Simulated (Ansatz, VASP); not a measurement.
**Two plane-wave programs on C**

The input INCAR:

```
SYSTEM = C
PREC = Accurate
ENCUT = 520
EDIFF = 1E-6
ISMEAR = 0
SIGMA = 0.05
LREAL = .FALSE.
LASPH = .TRUE.
NELM = 60
ALGO = Normal
ISIF = 2
LWAVE = .FALSE.
LCHARG = .FALSE.
GGA = PE
NBANDS = 36
```

File KPOINTS:

```
regular mesh
0
G
  12 12 2
  0 0 0
```

Contents of POSCAR:

```
C
1.0
    2.5205457478      0.0000000000      0.0000000000
   -1.2602728739      2.1828566490      0.0000000000
    0.0000000000      0.0000000000     12.1184000000
C
12
Direct
    0.0000000000      0.0000000000      0.1868593266
    0.0000000000      0.0000000000      0.6868593266
    0.0000000000      0.0000000000      0.3131406734
    0.0000000000      0.0000000000      0.8131406734
    0.3333333333      0.6666666667      0.5207665411
    0.6666666667      0.3333333333      0.0207665411
    0.3333333333      0.6666666667      0.9792334589
    0.6666666667      0.3333333333      0.4792334589
    0.3333333333      0.6666666667      0.6450950823
    0.6666666667      0.3333333333      0.1450950823
    0.3333333333      0.6666666667      0.8549049177
    0.6666666667      0.3333333333      0.3549049177
```

Input for Ansatz:

```yaml
crystal:
  lattice:
    - [2.5205457478, 0.0, 0.0]
    - [-1.2602728739, 2.182856649, 0.0]
    - [0.0, 0.0, 12.1184]
  atoms:
    - { symbol: C, position: [0.0, 0.0, 0.1868593266] }
    - { symbol: C, position: [0.0, 0.0, 0.6868593266] }
    - { symbol: C, position: [0.0, 0.0, 0.3131406734] }
    - { symbol: C, position: [0.0, 0.0, 0.8131406734] }
    - { symbol: C, position: [0.3333333333, 0.6666666667, 0.5207665411] }
    - { symbol: C, position: [0.6666666667, 0.3333333333, 0.0207665411] }
    - { symbol: C, position: [0.3333333333, 0.6666666667, 0.9792334589] }
    - { symbol: C, position: [0.6666666667, 0.3333333333, 0.4792334589] }
    - { symbol: C, position: [0.3333333333, 0.6666666667, 0.6450950823] }
    - { symbol: C, position: [0.6666666667, 0.3333333333, 0.1450950823] }
    - { symbol: C, position: [0.3333333333, 0.6666666667, 0.8549049177] }
    - { symbol: C, position: [0.6666666667, 0.3333333333, 0.3549049177] }
basis:
  ecutwfc: 520.0
kpoints:
  mp_grid: { grid: [12, 12, 2] }
hamiltonian:
  xc: pbe
  pseudopotentials: { kind: paw, azcp: { folder: soft_1 } }
scf:
  occupations: { method: gaussian, width: 0.05 }
output:
  forces: true
  stress: true
  eigenvalues: true
```

Alike in both runs: task single point; functional PBE; k mesh 12 × 12 × 2; occupations gaussian, width 0.05 eV; no spin polarisation.

|  | VASP | Ansatz |
| --- | --- | --- |
| version | VASP 6.6.1 | Ansatz 0.2.0 |
| potentials or method | VASP PAW PBE potentials, release 64 (C), cutoff 520 eV | scalar-relativistic, plane waves, PAW |
| valence electrons in the cell | 48 | 48 |

Ansatz gave:

```
gap on the k mesh at the Fermi level (eV)                     : 4.30
least direct gap on the mesh (eV)                             : 5.15
pressure (GPa)                                                : 11.9
traceless stress, the component that is largest in VASP (GPa) : 21.48
rms of the force components (eV/Å)                            : 0.073
```

**Question.** What did VASP give for the same quantities?

**Answer.** gap on the k mesh at the Fermi level (eV): 4.29; least direct gap on the mesh (eV): 5.15; pressure (GPa): 12.7; traceless stress, the component that is largest in VASP (GPa): 21.59; rms of the force components (eV/Å): 0.077.

Atom by atom the forces differ by 0.004 eV/Å (rms over components).
